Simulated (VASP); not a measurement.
Wanted: the native input for a VASP 6.6.1 run.

```yaml
Task: single point
Functional: PBE
Dispersion: D3(BJ)
Potentials_or_basis: VASP PAW PBE potentials, release 64 (Sn_d, O)
Cutoff: 520 eV
k_mesh: 12 × 12 × 4
Occupations: gaussian, width 0.05 eV
Spin: no spin polarisation
Dipole_correction: no
Further_INCAR_settings: ALGO = Normal; EDIFF = 1e-06; NBANDS = 35
```

The structure of SnO2 lies in POSCAR:

```
SnO2
1.0
    3.1576622583      0.0000000000      0.0000000000
   -1.5788311291      2.7346157322      0.0000000000
    0.0000000000      0.0000000000     10.1640545523
Sn O
2 4
Direct
   -0.1299952337      0.0000000000      0.5000000000
    0.1299952337      0.0000000000      0.0000000000
    0.5350373549      0.3333333333      0.4018520904
    0.7982959785      0.3333333333      0.0981479096
    0.2017040215      0.6666666667      0.5981479096
    0.4649626451      0.6666666667      0.9018520904
```

This cell differs from its parent crystal: atoms displaced along a vibrational mode, the cell strained.

The input as run:

INCAR

```
SYSTEM = SnO2
PREC = Accurate ; ENCUT = 520
EDIFF = 1E-6 ; ISMEAR = 0
SIGMA = 0.05 ; LREAL = .FALSE.
LASPH = .TRUE. ; NELM = 100
ALGO = Normal ; ISIF = 2
LWAVE = .FALSE. ; LCHARG = .TRUE.
GGA = PE ; IVDW = 12
LELF = .TRUE. ; LVHAR = .TRUE.
NBANDS = 35
```

KPOINTS

```
regular mesh
0
G
  12 12 4
  0 0 0
```

Potentials or basis: VASP PAW PBE potentials, release 64 (Sn_d, O).

Launch:

```sh
$ cat potpaw_PBE.64/Sn_d/POTCAR potpaw_PBE.64/O/POTCAR > POTCAR
$ mpirun -np 1 vasp_std > vasp.out
```

Results of the run:

```json
{"Pressure": "8.3 GPa", "Largest force": "0.699 eV/Å", "Band gap on the k mesh": "2.46 eV (least direct gap 2.87 eV)", "Dispersion energy per atom": "-0.174 eV"}
```

Caveat: the cell differs from its parent crystal (atoms displaced along a vibrational mode, the cell strained); the stress differs along the axes, from 4 to 10 GPa; spin-orbit coupling is left out, which moves the levels of the heavy elements.

Run time: 8.8 min on 1 thread of Intel Xeon 8259CL (shared host), peak memory 0.43 GiB.
